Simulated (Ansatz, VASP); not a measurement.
# One calculation of CdF2, two programs

Contents of INCAR:

```
PREC = Accurate ; ENCUT = 520
EDIFF = 1E-7 ; ISMEAR = 0
SIGMA = 0.05 ; LREAL = F
LASPH = T ; NELM = 80
ALGO = Normal ; ISIF = 2
LWAVE = F ; LCHARG = F
GGA = PE ; NBANDS = 20
```

The input KPOINTS:

```
regular mesh
0
Gamma
  8 8 8
```

The input POSCAR:

```
CdF2
1.0
    0.0000000000      2.7146263698      2.9412976717
    2.7146263698      0.0000000000      2.9412976717
    2.7146263698      2.7146263698      0.0000000000
Cd F
1 2
Direct
    0.0000000000      0.0000000000      0.0000000000
    0.2500000000      0.2500000000      0.2500000000
    0.7500000000      0.7500000000      0.7500000000
```

Input for Ansatz:

```yaml
crystal:
  lattice:
    - [0.0, 2.7146263698, 2.9412976717]
    - [2.7146263698, 0.0, 2.9412976717]
    - [2.7146263698, 2.7146263698, 0.0]
  atoms:
    - { symbol: Cd, position: [0.0, 0.0, 0.0] }
    - { symbol: F, position: [0.25, 0.25, 0.25] }
    - { symbol: F, position: [0.75, 0.75, 0.75] }
basis:
  ecutwfc: 520.0
kpoints:
  mp_grid: { grid: [8, 8, 8] }
hamiltonian:
  xc: pbe
  pseudopotentials: { kind: paw }
scf:
  occupations: { method: gaussian, width: 0.05 }
output:
  forces: true
  stress: true
  eigenvalues: true
```

Alike in both runs: task single point; functional PBE; k mesh 8 × 8 × 8; occupations gaussian, width 0.05 eV; no spin polarisation.

|  | VASP | Ansatz |
| --- | --- | --- |
| version | VASP 6.6.1 | Ansatz 0.2.0 |
| potentials or method | VASP PAW PBE potentials, release 64 (Cd, F), cutoff 520 eV | scalar-relativistic, plane waves, PAW |
| valence electrons in the cell | 26 | 34 |

```csv
,VASP,Ansatz,Ansatz less VASP
gap on the k mesh at the Fermi level (eV),2.54,2.56,+0.028
least direct gap on the mesh (eV),3.13,3.16,+0.026
pressure (GPa),-3.9,-4.3,-0.36
"traceless stress, the component that is largest in VASP (GPa)",-5.39,-5.46,-0.066
```

VASP's potentials hold 26 valence electrons a cell and Ansatz's 34, so a difference there can come from the potentials and not from the codes.
